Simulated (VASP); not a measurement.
Runs of VASP 6.6.1 on BC5. The structure is that of space group P6/mmm (No. 191), or close to it. The cells are those of the table. 

```tsv
task	spin	cell	k mesh	cutoff (eV)	gap on the mesh (eV)	pressure (GPa)	moment (μB)
single point	collinear, ferromagnetic start	a = 4.694, b = 4.694, c = 3.922 Å, angles 90.0, 90.0, 120.0°, 6 atoms	6 × 6 × 4	520	none	-25.7	(a)
single point	off	a = 3.060, b = 3.060, c = 7.785 Å, angles 90.0, 90.0, 120.0°, 6 atoms	6 × 6 × 4	520	none	0.1	-
relaxation of cell and atoms	off	relaxed from a = 4.694, b = 4.694, c = 3.922 Å, angles 90.0, 90.0, 120.0°, 6 atoms	6 × 6 × 4	600	none	0.0	-
single point	off	a = 4.694, b = 4.694, c = 3.922 Å, angles 90.0, 90.0, 120.0°, 6 atoms	6 × 6 × 4	520	none	-25.7	-
single point	collinear, ferromagnetic start	a = 3.060, b = 3.060, c = 7.785 Å, angles 90.0, 90.0, 120.0°, 6 atoms	6 × 6 × 2	520	none	0.1	0.01
```

Alike in all rows: level PBE; potentials or basis VASP PAW PBE potentials, release 64 (B, C); smearing gaussian 0.1 eV.

Task: Estimate the missing entries.

Result: (a) 0.00.

Caveats: all runs use coarse meshes; this functional lacks dispersion, which binds the layers, so the pressure and a relaxed spacing across them are unreliable (some runs).

A gap of «none» marks levels without a gap at the run's occupations.
